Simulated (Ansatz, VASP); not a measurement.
# One calculation of AgBr, two programs

Contents of INCAR:

```
PREC     = Accurate       # precision mode
ENCUT    = 500            # plane-wave cutoff, eV
EDIFF    = 1E-6           # SCF threshold, eV
ISMEAR   = 0              # smearing method
SIGMA    = 0.01           # smearing width, eV
LREAL    = False          # projectors in reciprocal space
LASPH    = True           # aspherical terms in the spheres
NELM     = 120            # most SCF steps
ALGO     = Normal         # electronic algorithm
ISIF     = 2              # what is computed and relaxed
LWAVE    = False          # write WAVECAR
LCHARG   = False          # write CHGCAR
GGA      = PS             # functional
NBANDS   = 16             # bands
GGA_COMPAT= False
```

Contents of KPOINTS:

```
Automatic mesh
0
Gamma
  6 6 6
```

Contents of POSCAR:

```
AgBr
1.0
    0.0000000000      2.8376895004      2.8376895004
    2.8376895004      0.0000000000      2.8376895004
    2.8376895004      2.8376895004      0.0000000000
Ag Br
1 1
Direct
    0.0000000000      0.0000000000      0.0000000000
    0.5000000000      0.5000000000      0.5000000000
```

Input for Ansatz:

```yaml
crystal:
  lattice:
    - [0.0, 2.8376895004, 2.8376895004]
    - [2.8376895004, 0.0, 2.8376895004]
    - [2.8376895004, 2.8376895004, 0.0]
  atoms:
    - { symbol: Ag, position: [0.0, 0.0, 0.0] }
    - { symbol: Br, position: [0.5, 0.5, 0.5] }
kpoints:
  mp_grid: { grid: [6, 6, 6] }
scf:
  occupations: { method: fixed }
hamiltonian:
  xc: pbesol
  pseudopotentials: { kind: paw }
output:
  forces: true
  stress: true
  eigenvalues: true
  eigenstates:
    nscf_kmesh: { grid: [12, 12, 12] }
    de_dk: true
    e_range: [-9, 10.49856220687]
  optics:
    e_range: [0, 30]
    de: 0.2
    sigma: 0.1
    bands: { spectra_wanted_up_to: 30 }
    nscf_kmesh: { grid: [12, 12, 12] }
checkpoint:
  write: ck
  write_wavefunctions: false
```

Alike in both runs: task single point; functional PBEsol; k mesh 6 × 6 × 6; no spin polarisation.

|  | VASP | Ansatz |
| --- | --- | --- |
| version | VASP 6.6.1 | Ansatz 0.2.0 |
| potentials or method | VASP PAW PBE potentials, release 64 (Ag, Br) | PAW with Ansatz's default frozen-core files, scalar-relativistic |
| plane-wave cutoff (eV) | 500 | 420 |
| occupations | gaussian, width 0.01 eV | fixed |
| valence electrons in the cell | 18 | 26 |

|  | VASP | Ansatz | Ansatz less VASP |
| --- | --- | --- | --- |
| gap on the k mesh at the Fermi level (eV) | 0.50 | 0.50 | 0.000 |
| pressure (GPa) | 0.0 | 0.0 | +0.02 |

VASP's potentials were made for PBE, not for PBEsol. VASP's potentials hold 18 valence electrons a cell and Ansatz's 26, so a difference there can come from the potentials and not from the codes.
